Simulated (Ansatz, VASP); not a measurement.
BeTe: VASP beside Ansatz

```xyz
2
Lattice="0.0000 2.8150 2.8150 2.8150 0.0000 2.8150 2.8150 2.8150 0.0000" Properties=species:S:1:pos:R:3 pbc="T T T"
Be    0.0000    0.0000    0.0000
Te    1.4075    1.4075    1.4075
```

Alike in both runs: task single point; functional r2SCAN; k mesh 6 × 6 × 6; occupations gaussian, width 0.1 eV; no spin polarisation.

|  | VASP | Ansatz |
| --- | --- | --- |
| version | VASP 6.6.1 | Ansatz 0.2.0 |
| potentials or method | VASP PAW PBE potentials, release 64 (Be, Te), cutoff 660 eV | scalar-relativistic, plane waves, PAW |
| valence electrons in the cell | 8 | 18 |

Ansatz gave:

| Property | Result |
| --- | --- |
| gap on the k mesh at the Fermi level (eV) | 2.34 |
| least direct gap on the mesh (eV) | 4.03 |
| pressure (GPa) | 0.9 |

Task: Estimate VASP's values.

Result: gap on the k mesh at the Fermi level (eV): 2.33; least direct gap on the mesh (eV): 4.01; pressure (GPa): 1.1.

VASP's potentials were made for PBE, not for r2SCAN. VASP's potentials hold 8 valence electrons a cell and Ansatz's 18, so a difference there can come from the potentials and not from the codes.

Spin-orbit coupling is off throughout.
